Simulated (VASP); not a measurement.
# Nb (Im-3m) in VASP: further runs

Nb is run at these levels: PBE; tasks: single point.

All numbers are computed with VASP 6.6.1; they aren't measurements. Logs are shortened: lines on timing, memory, paths and dates and some standing lists are left out, and cuts for length are marked.

## 1. The cell of the first run

Symmetry: Im-3m, No. 229, cubic system. The conventional cell has a = 3.328 Å, b = 3.328 Å, c = 3.328 Å, α = 90.00°, β = 90.00°, γ = 90.00°. Nb (site symmetry m-3m) has 14 Nb at 2.88 to 3.33 Å within 3.8 Å.

## 2. Single point, PBE, collinear spin, ferromagnetic start

Input file INCAR:

```
SYSTEM = Nb
ALGO = Normal
EDIFF = 1E-6
ENCUT = 520
GGA = PE
ISIF = 2
ISMEAR = -1
ISPIN = 2
LASPH = .TRUE.
LCHARG = .TRUE.
LELF = .TRUE.
LMAXMIX = 4
LORBIT = 11
LREAL = .FALSE.
LVHAR = .TRUE.
LWAVE = .FALSE.
MAGMOM = 1.6
NBANDS = 16
NELM = 150
NUPDOWN = 1.6
PREC = Accurate
SIGMA = 0.05
```

Input file KPOINTS:

```
k-points
0
G
  16 16 16
  0 0 0
```

Input file POSCAR:

```
Nb
1.0
   -1.6639500000      1.6639500000      1.6639500000
    1.6639500000     -1.6639500000      1.6639500000
    1.6639500000      1.6639500000     -1.6639500000
Nb
1
Direct
    0.0000000000      0.0000000000      0.0000000000
```

Potentials or basis: VASP PAW PBE potentials, release 64 (Nb_sv).

Started as:

```bash
$ cat potpaw_PBE.64/Nb_sv/POTCAR > POTCAR
$ mpirun -np 1 vasp_std > vasp.out
```

OUTCAR:

```text
SYSTEM = Nb
   EDIFF = 1E-6
   ENCUT = 520
   GGA = PE
   ISIF = 2
   ISMEAR = -1
   ISPIN = 2
   LASPH = .TRUE.
   LORBIT = 11
   LREAL = .FALSE.
   NELM = 150
   NUPDOWN = 1.6
   PREC = Accurate

 ion  position               nearest neighbor table
   1  0.000  0.000  0.000-

  LATTYP: Found a body centered cubic cell.
 ALAT       =     3.3279000000

  Lattice vectors:

 A1 = (  -1.6639500000,   1.6639500000,   1.6639500000)
 A2 = (   1.6639500000,  -1.6639500000,   1.6639500000)
 A3 = (   1.6639500000,   1.6639500000,  -1.6639500000)

Analysis of symmetry for initial positions (statically):
=====================================================================
 Subroutine PRICEL returns:
 Original cell was already a primitive cell.

 Routine SETGRP: Setting up the symmetry group for a
 body centered cubic supercell.

 Subroutine GETGRP returns: Found 48 space group operations
 (whereof 48 operations were pure point group operations)
 out of a pool of 48 trial point group operations.

The static configuration has the point symmetry O_h .

Analysis of symmetry for dynamics (positions and initial velocities):
=====================================================================
 Subroutine PRICEL returns:
 Original cell was already a primitive cell.

 Routine SETGRP: Setting up the symmetry group for a
 body centered cubic supercell.

 Subroutine GETGRP returns: Found 48 space group operations
 (whereof 48 operations were pure point group operations)
 out of a pool of 48 trial point group operations.

The dynamic configuration has the point symmetry O_h .

Analysis of structural, dynamic, and magnetic symmetry:
=====================================================================
 Subroutine PRICEL returns:
 Original cell was already a primitive cell.

 Routine SETGRP: Setting up the symmetry group for a
 body centered cubic supercell.

 Subroutine GETGRP returns: Found 48 space group operations
 (whereof 48 operations were pure point group operations)
 out of a pool of 48 trial point group operations.

The overall configuration has the point symmetry O_h .

 Subroutine INISYM returns: Found 48 space group operations
 (whereof 48 operations are pure point group operations),
 and found     1 'primitive' translations

----------------------------------------------------------------------------------------

                                     Primitive cell

  volume of cell :      18.4281

  direct lattice vectors                    reciprocal lattice vectors
    -1.663950000  1.663950000  1.663950000     0.000000000  0.300489798  0.300489798
     1.663950000 -1.663950000  1.663950000     0.300489798  0.000000000  0.300489798
     1.663950000  1.663950000 -1.663950000     0.300489798  0.300489798  0.000000000

  length of vectors
     2.882045941  2.882045941  2.882045941     0.424956748  0.424956748  0.424956748

  position of ions in fractional coordinates (direct lattice)
     0.000000000  0.000000000  0.000000000

  ion indices of the primitive-cell ions
   primitive index   ion index
                 1           1

----------------------------------------------------------------------------------------

 KPOINTS: k-points

Automatic generation of k-mesh.
 Grid dimensions read from file:
 generate k-points for:   16   16   16

 Generating k-lattice:

  Cartesian coordinates                     Fractional coordinates (reciprocal lattice)
     0.000000000  0.018780612  0.018780612     0.062500000  0.000000000  0.000000000
     0.018780612  0.000000000  0.018780612     0.000000000  0.062500000  0.000000000
     0.018780612  0.018780612  0.000000000     0.000000000  0.000000000  0.062500000

  Length of vectors
     0.026559797  0.026559797  0.026559797

  Shift w.r.t. Gamma in fractional coordinates (k-lattice)
     0.000000000  0.000000000  0.000000000

 Subroutine IBZKPT returns following result:
 ===========================================

 Found    145 irreducible k-points:

 Following reciprocal coordinates:
            Coordinates               Weight
  0.000000  0.000000  0.000000      1.000000
  0.062500  0.000000  0.000000     12.000000
  0.125000  0.000000  0.000000     12.000000
  0.187500  0.000000  0.000000     12.000000
  0.250000  0.000000  0.000000     12.000000
  0.312500  0.000000  0.000000     12.000000
[... 16 lines left out ...]
  0.187500  0.187500  0.000000     24.000000
  0.250000  0.187500  0.000000     48.000000
 [... further k-points ...]
   k-points           NKPTS =    145   k-points in BZ     NKDIM =    145   number of bands    NBANDS=     16
   number of dos      NEDOS =    301   number of ions     NIONS =      1
   total plane-waves  NPLWV =  13824
   dimension x,y,z NGX =    24 NGY =   24 NGZ =   24
   dimension x,y,z NGXF=    48 NGYF=   48 NGZF=   48
   ions per type =               1
   NGX,Y,Z   is equivalent  to a cutoff of  13.84, 13.84, 13.84 a.u.
   NGXF,Y,Z  is equivalent  to a cutoff of  27.69, 27.69, 27.69 a.u.
 SYSTEM =  Nb
   PREC   = accura    normal or accurate (medium, high low for compatibility)
   ISTART =      0    job   : 0-new  1-cont  2-samecut
   ICHARG =      2    charge: 1-file 2-atom 10-const
   ISPIN  =      2    spin polarized calculation?
   LNONCOLLINEAR =      F non collinear calculations
   LSORBIT =      F    spin-orbit coupling
   LASPH  =      T    aspherical Exc in radial PAW
   ENCUT  =  520.0 eV  38.22 Ry    6.18 a.u.   5.36  5.36  5.36*2*pi/ulx,y,z
   NELM   =    150;   NELMIN=  2; NELMDL= -5     # of ELM steps
   EDIFF  = 0.1E-05   stopping-criterion for ELM
   LREAL  =      F    real-space projection
   EDIFFG = 0.1E-04   stopping-criterion for IOM
   NSW    =      0    number of steps for IOM
   IBRION =     -1    ionic relax: 0-MD 1-quasi-New 2-CG
   NFREE  =      0    steps in history (QN), initial steepest desc. (CG)
   ISIF   =      2    stress and relaxation
   ISYM   =      2    0-nonsym 1-usesym 2-fastsym
   POTIM  = 0.5000    time-step for ionic-motion
   TEBEG  =    0.0;   TEEND  =   0.0 temperature during run
   PSTRESS=    0.0 pullay stress
   NELECT =      13.0000    total number of electrons
   NUPDOWN=       1.6000    fix difference up-down
   EMIN   =  10.00;   EMAX   =-10.00  energy-range for DOS
   EFERMI =   0.00;   METHOD = LEGACY
   ISMEAR =    -1;   SIGMA  =   0.05  broadening in eV -4-tet -1-fermi 0-gaus
   EFERMI_NEDOS =   21; number of points for ismear=-14 and -15
   IALGO  =     38    algorithm
   IMIX   =      4    mixing-type and parameters
     AMIX     =   0.40;   BMIX     =  1.00
     AMIX_MAG =   1.60;   BMIX_MAG =  1.00
  volume/ion in A,a.u.               =      18.43       124.36
  Fermi-wavevector in a.u.,A,eV,Ry     =   1.457345  2.753983 28.896790  2.123854
  Thomas-Fermi vector in A             =   2.574157
   LORBIT       =     11    0 simple, 1 ext, 2 COOP (PROOUT), +10 PAW based schemes
   GGA     = PE    functional components
   LHFCALC =     F    Hartree Fock is set to
   AEXX    =    0.0000 exact exchange contribution
   IVDW    =     0    specifies the selected vdW correction
   LEPSILON=     F    determine dielectric tensor
   LRPA    =     F    only Hartree local field effects (RPA)
 spin polarized calculation
  energy-cutoff  :      520.00
  volume of cell :       18.43
 maximum number of plane-waves:       531
 NGX is ok and might be reduce to    24
   NGX = 11   NGY = 11   NGZ = 11

 number of electron      12.9999999 magnetization       1.6000000

 Free energy of the ion-electron system (eV)
  ---------------------------------------------------
  ext. energy  EPLUGINS =         0.00000000
  ---------------------------------------------------
  free energy    TOTEN  =        -9.42405253 eV

  energy without entropy =       -9.41300371  energy(sigma->0) =       -9.41852812

 E-fermi :  10.4299     XC(G=0): -12.3287

 val. band max:       12.6214600360   @ k =   0.1250   0.1250   0.0000
 cond. band min:      10.4303902271   @ k =  -0.2500   0.3750   0.0625
 fundamental gap:     -2.1910698089
 Fermi energy:        12.6252786007

 spin component 1

 k-point     1 :       0.0000    0.0000    0.0000
  band No.  band energies     occupation
      1     -43.7424      1.00000
      2     -19.1265      1.00000
      3     -19.1265      1.00000
      4     -19.1265      1.00000
      5       4.4594      1.00000
      6      10.7414      1.00000
[... 8 lines left out ...]
     15      35.1439      0.00000
     16      38.0012      0.00000

 k-point     2 :       0.0625    0.0000    0.0000
  band No.  band energies     occupation
      1     -43.7338      1.00000
      2     -19.1795      1.00000
      3     -19.1427      1.00000
      4     -19.1268      1.00000
      5       4.6178      1.00000
      6      10.6442      1.00000
[... 8 lines left out ...]
     15      34.6543      0.00000
     16      37.8174      0.00000
[... 387 lines left out ...]
      5       7.3657      1.00000
      6       9.3908      1.00000
[... 8 lines left out ...]
     15      32.8890      0.00000
     16      36.4732      0.00000

 k-point    24 :       0.2500    0.1875    0.0000
  band No.  band energies     occupation
      1     -43.5401      1.00000
      2     -20.1417      1.00000
      3     -19.5457      1.00000
      4     -19.2381      1.00000
      5       7.6902      1.00000
      6       9.1617      1.00000
[... 8 lines left out ...]
     15      33.2295      0.00000
     16      36.0032      0.00000

 [... further k-points ...]

 spin component 2

 k-point     1 :       0.0000    0.0000    0.0000
  band No.  band energies     occupation
      1     -43.0637      1.00000
      2     -18.3906      1.00000
      3     -18.3906      1.00000
      4     -18.3906      1.00000
      5       5.5646      1.00000
      6      11.9224      0.00000
[... 8 lines left out ...]
     15      36.0172      0.00000
     16      38.9252      0.00000

 k-point     2 :       0.0625    0.0000    0.0000
  band No.  band energies     occupation
      1     -43.0554      1.00000
      2     -18.4414      1.00000
      3     -18.4060      1.00000
      4     -18.3910      1.00000
      5       5.7218      1.00000
      6      11.8258      0.00000
[... 8 lines left out ...]
     15      35.5463      0.00000
     16      38.7586      0.00000
[... 387 lines left out ...]
      5       8.4647      1.00000
      6      10.4435      0.43249
[... 8 lines left out ...]
     15      33.9449      0.00000
     16      37.6874      0.00000

 k-point    24 :       0.2500    0.1875    0.0000
  band No.  band energies     occupation
      1     -42.8689      1.00000
      2     -19.3661      1.00000
      3     -18.7920      1.00000
      4     -18.4985      1.00000
      5       8.7940      1.00000
      6      10.2299      0.98202
[... 8 lines left out ...]
     15      34.2994      0.00000
     16      37.2124      0.00000

 [... further k-points ...]

------------------------ aborting loop because EDIFF is reached ----------------------------------------

  FORCE on cell =-STRESS in cart. coord.  units (eV):
  Direction    XX          YY          ZZ          XY          YZ          ZX
  --------------------------------------------------------------------------------------
  -------------------------------------------------------------------------------------
  Total        1.0067191      1.0067191      1.0067191     -0.0000000      0.0000000      0.0000000
  in kB       87.5261981     87.5261981     87.5261981     -0.0000000      0.0000000      0.0000000
  external PRESSURE =      87.5261981 kB  Pullay stress =       0.0000000 kB

 VOLUME and BASIS-vectors are now :
 -----------------------------------------------------------------------------
  energy-cutoff  :      520.00
  volume of cell :       18.43
      direct lattice vectors                 reciprocal lattice vectors
    -1.663950000  1.663950000  1.663950000     0.000000000  0.300489798  0.300489798
     1.663950000 -1.663950000  1.663950000     0.300489798  0.000000000  0.300489798
     1.663950000  1.663950000 -1.663950000     0.300489798  0.300489798  0.000000000

 POSITION                                       TOTAL-FORCE (eV/Angst)
 -----------------------------------------------------------------------------------
      0.00000      0.00000      0.00000        -0.000000      0.000000     -0.000000
 -----------------------------------------------------------------------------------
    total drift:                                0.000000      0.000000      0.000000

  FREE ENERGIE OF THE ION-ELECTRON SYSTEM (eV)
  ---------------------------------------------------
  free  energy   TOTEN  =        -9.4240525308 eV

  energy  without entropy=       -9.4130037080  energy(sigma->0) =       -9.41852812

 total charge

# of ion       s       p       d       tot
------------------------------------------
    1        2.217   6.002   2.491  10.710

 magnetization (x)

# of ion       s       p       d       tot
------------------------------------------
    1        0.018   0.076   0.933   1.028
```

Wall time 61 s (1 thread of AMD EPYC 9R14 (Zen 4), shared host); peak memory 0.16 GiB.

What came out:

* Free energy: -9.4241 eV
* Pressure: 8.8 GPa
* Net moment: 1.60 μB per cell
* Site moments: Nb +1.03 μB
* Valence electrons inside the program's atomic spheres: Nb 10.71

Caveat: the total moment is fixed, so each spin has its own Fermi level.

## 3. Single point, PBE

Input file INCAR:

```
ALGO = Normal
EDIFF = 1E-6
ENCUT = 520
GGA = PE
ISIF = 2
ISMEAR = -1
LASPH = T
LCHARG = F
LREAL = F
LWAVE = F
NBANDS = 12
NELM = 80
PREC = Accurate
SIGMA = 0.05
```

Input file KPOINTS:

```
k-points
0
Gamma
  16 16 16
```

POSCAR is that of step 2.

Potentials or basis: VASP PAW PBE potentials, release 64 (Nb_sv).

Started as:

```bash
$ cat potpaw_PBE.64/Nb_sv/POTCAR > POTCAR
$ mpirun -np 1 vasp_std > vasp.out
```

Run time: 28 s. Hardware: 1 thread of Intel Xeon Platinum 8259CL at 2.50GHz (Skylake/Cascade Lake), shared host; peak memory 0.16 GiB.

The run converged. Its results:

| Item | Value |
| --- | --- |
| Free energy | -10.2202 eV |
| Pressure | -3.1 GPa |

Levels at points of the mesh, in eV from the Fermi level:
| k point | band 4 | band 5 | band 6 | band 7 | band 8 | band 9 |
| --- | --- | --- | --- | --- | --- | --- |
| (0.00, 0.00, 0.00) | -29.75 | -5.91 | 0.37 | 0.37 | 0.37 | 3.20 |
| (0.50, 0.00, 0.00) | -29.76 | -3.64 | -1.60 | 2.16 | 3.22 | 3.88 |
| (0.50, 0.50, 0.50) | -30.61 | -3.60 | -3.60 | 5.44 | 5.44 | 5.44 |

## 4. Single point, PBE, collinear spin, zero start

Input file INCAR:

```
SYSTEM = Nb
ALGO     = Normal         ! electronic algorithm
EDIFF    = 1E-6           ! SCF threshold, eV
ENCUT    = 520            ! plane-wave cutoff, eV
GGA      = PE             ! functional
ISIF     = 2              ! what is computed and relaxed
ISMEAR   = -1             ! smearing method
ISPIN    = 2              ! spin polarisation
LASPH    = .TRUE.         ! aspherical terms in the spheres
LCHARG   = .FALSE.        ! write CHGCAR
LMAXMIX  = 4              ! l up to which the mixer works
LORBIT   = 11             ! projections on sites
LREAL    = .FALSE.        ! projectors in reciprocal space
LWAVE    = .FALSE.        ! write WAVECAR
MAGMOM   = 0              ! initial moments
NBANDS   = 16             ! bands
NELM     = 150            ! most SCF steps
NUPDOWN  = 0.0            ! fixed moment
PREC     = Accurate       ! precision mode
SIGMA    = 0.05           ! smearing width, eV
```

Input file KPOINTS:

```
k-points
0
G
  16 16 16
  0 0 0
```

POSCAR is that of step 3.

Started as:

```bash
$ cat potpaw_PBE.64/Nb_sv/POTCAR > POTCAR
$ mpirun -np 1 vasp_std > vasp.out
```

Wall time 74 s (1 thread of Intel Xeon Platinum 8259CL at 2.50GHz (Skylake/Cascade Lake), shared host); peak memory 0.19 GiB.

Results (log left out):

```yaml
Free_energy: -10.2202 eV
Pressure: -3.1 GPa
Net_moment: 0.00 μB per cell
Valence_electrons_inside_the_program's_atomic_spheres: Nb 10.69
```

Caveat: the total moment is fixed, so each spin has its own Fermi level.

## 5. Single point, PBE, collinear spin, zero start

Input file INCAR:

```
ALGO = Normal ; EDIFF = 1E-7
ENCUT = 520 ; GGA = PE
ISIF = 2 ; ISMEAR = -1
ISPIN = 2 ; LASPH = T
LCHARG = F ; LMAXMIX = 4
LORBIT = 11 ; LREAL = F
LWAVE = F ; MAGMOM = 0
NBANDS = 16 ; NELM = 150
NUPDOWN = 0.0 ; PREC = Accurate
SIGMA = 0.05
```

Input file KPOINTS:

```
k-points
0
Gamma
  16 16 16
```

POSCAR is that of step 4.

Started as:

```bash
$ cat potpaw_PBE.64/Nb_sv/POTCAR > POTCAR
$ mpirun -np 1 vasp_std > vasp.out
```

Wall time 81 s (1 thread of Intel Xeon Platinum 8259CL at 2.50GHz (Skylake/Cascade Lake), shared host); peak memory 0.19 GiB.

Results (log left out):

* Free energy: -10.2202 eV
* Pressure: -3.1 GPa
* Net moment: 0.00 μB per cell
* Valence electrons inside the program's atomic spheres: Nb 10.69

Caveat: the total moment is fixed, so each spin has its own Fermi level.

## 6. Single point, PBE, collinear spin, ferromagnetic start

Input file INCAR:

```
SYSTEM = Nb
PREC = Accurate
ENCUT = 520
EDIFF = 1E-6
ISMEAR = -1
SIGMA = 0.05
LREAL = .FALSE.
LASPH = .TRUE.
NELM = 150
ALGO = Normal
ISIF = 2
LWAVE = .FALSE.
LCHARG = .FALSE.
ISPIN = 2
MAGMOM = 0.2
LORBIT = 11
NUPDOWN = 0.2
LMAXMIX = 4
GGA = PE
NBANDS = 16
```

Input file KPOINTS:

```
regular mesh
0
G
  16 16 16
  0 0 0
```

POSCAR is that of step 5.

Potentials or basis: VASP PAW PBE potentials, release 64 (Nb_sv).

Started as:

```bash
$ cat potpaw_PBE.64/Nb_sv/POTCAR > POTCAR
$ mpirun -np 1 vasp_std > vasp.out
```

Run time: 71 s. Hardware: 1 thread of Intel Xeon Platinum 8259CL at 2.50GHz (Skylake/Cascade Lake), shared host; peak memory 0.19 GiB.

The run converged. Its results:

```
Free energy                                           : -10.2138 eV
Pressure                                              : -3.2 GPa
Net moment                                            : 0.20 μB per cell
Site moments                                          : Nb +0.13 μB
Valence electrons inside the program's atomic spheres : Nb 10.69
```

Caveat: the total moment is fixed, so each spin has its own Fermi level.

## 7. Overview

| spin | fixed moment (μB) | pressure (GPa) | moment (μB) |
| --- | --- | --- | --- |
| collinear, ferromagnetic start | 1.6 | 8.8 | 1.60 |
| off | - | -3.1 | - |
| collinear, zero start | 0.0 | -3.1 | 0.00 |
| collinear, ferromagnetic start | 0.2 | -3.2 | 0.20 |

Alike in all rows: task single point; level PBE; potentials or basis VASP PAW PBE potentials, release 64 (Nb_sv); cell as given; k mesh 16 × 16 × 16; cutoff (eV) 520; smearing fermi-dirac 0.05 eV.

Caveats: the total moment is fixed, so each spin has its own Fermi level (some runs).

Total energies depend on the potentials used, so only differences within one code and one set of settings carry meaning.
